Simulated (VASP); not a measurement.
A run of VASP 6.6.1 is set up as follows.

File POSCAR:

```
SnO
1.0
    4.2297250000      0.0000000000      0.0000000000
    0.0000000000      3.3742750000      0.0000000000
    0.0000000000      0.0000000000      4.8360000000
Sn O
2 2
Direct
    0.0000000000      0.5000000000      0.2385000000
    0.5000000000      0.0000000000      0.7615000000
    0.0000000000      0.0000000000      0.0000000000
    0.5000000000      0.5000000000      0.0000000000
```

INCAR.step1

```
SYSTEM = SnO
PREC = Accurate
ENCUT = 520
ISMEAR = 0
SIGMA = 0.03
LREAL = .FALSE.
LASPH = .TRUE.
NELM = 80
NBANDS = 28
GGA = PE
ALGO = Normal
EDIFF = 1E-4
LWAVE = .TRUE.
LCHARG = .FALSE.
```

The input INCAR.step2:

```
SYSTEM = SnO
PREC = Accurate
ENCUT = 520
EDIFF = 1E-6
ISMEAR = 0
SIGMA = 0.03
LREAL = .FALSE.
LASPH = .TRUE.
NELM = 80
ALGO = Normal
ISIF = 2
LWAVE = .FALSE.
LCHARG = .FALSE.
METAGGA = R2SCAN
LMIXTAU = .TRUE.
NBANDS = 28
ISTART = 1
```

File KPOINTS:

```
regular mesh
0
G
  10 10 8
  0 0 0
```

Potentials or basis: VASP PAW PBE potentials, release 64 (Sn_d, O).

Launch:

```console
$ cat potpaw_PBE.64/Sn_d/POTCAR potpaw_PBE.64/O/POTCAR > POTCAR
$ cp INCAR.step1 INCAR
$ mpirun -np 1 vasp_std > vasp.out
$ cp INCAR.step2 INCAR
$ mpirun -np 1 vasp_std > vasp.out
```

(1) Estimate the band gap on the k mesh.

(2) Predict the pressure.

Results:

(1) 0.15 eV (least direct gap 2.15 eV).

(2) 7.0 GPa.

Caveat: the cell differs from its parent crystal (strain +0.1125 x Voigt [1, -1, 0, 0, 0, 0]); the stress differs along the axes, from -2 to 17 GPa; semilocal functionals underestimate gaps, and a narrow one can read as zero; the PAW data sets were made with another functional, which shifts forces and pressure a little; spin-orbit coupling is left out, which moves the levels of the heavy elements.
